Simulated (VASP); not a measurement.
A run of VASP 6.6.1 is set up as follows.

Contents of INCAR:

```
  PREC = Accurate
  ENCUT = 520
  EDIFF = 1E-8
  ISMEAR = -1
  SIGMA = 0.03
  LREAL = F
  LASPH = T
  NELM = 60
  ALGO = Normal
  ISIF = 2
  LWAVE = F
  LCHARG = F
  GGA = PS
  LEFG = T
  NBANDS = 25
```

The input KPOINTS:

```
regular mesh
0
Gamma
  6 6 9
```

File POSCAR:

```
SiO2
1.0
    4.2620835590      0.0000000000      0.0000000000
    0.0000000000      4.2620835590      0.0000000000
    0.0000000000      0.0000000000      2.7201230877
Si O
2 4
Direct
    0.0000000000      0.0000000000      0.0000000000
    0.5000000000      0.5000000000      0.5000000000
    0.3067000000      0.3067000000      0.0000000000
    0.1933000000      0.8067000000      0.5000000000
    0.6933000000      0.6933000000      0.0000000000
    0.8067000000      0.1933000000      0.5000000000
```

Potentials or basis: VASP PAW PBE potentials, release 64 (Si, O).

Run with:

```sh
$ cat potpaw_PBE.64/Si/POTCAR potpaw_PBE.64/O/POTCAR > POTCAR
$ mpirun -np 1 vasp_std > vasp.out
```

Task: Estimate the pressure.

Result: -12.7 GPa.

Task: Predict the band gap on the k mesh.

Result: 4.57 eV, direct.

Task: What does it give for the largest force?

Result: 0.162 eV/Å.

Electric field gradients, principal values (V/Å²):
| atom | least | middle | greatest (by size) |
| --- | --- | --- | --- |
| 1 Si | -3.883 | -17.805 | 21.688 |
| 2 Si | -3.883 | -17.805 | 21.688 |
| 3 O | 49.275 | 64.000 | -113.275 |
| 4 O | 49.275 | 64.000 | -113.275 |
| 5 O | 49.275 | 64.000 | -113.275 |
| 6 O | 49.275 | 64.000 | -113.275 |

Caveat: without QUAD_EFG the Cq values of the log hold for a quadrupole moment of 1 mb, not for the nuclei; the PAW data sets were made with another functional, which shifts forces and pressure a little. A k mesh can miss the band edges.
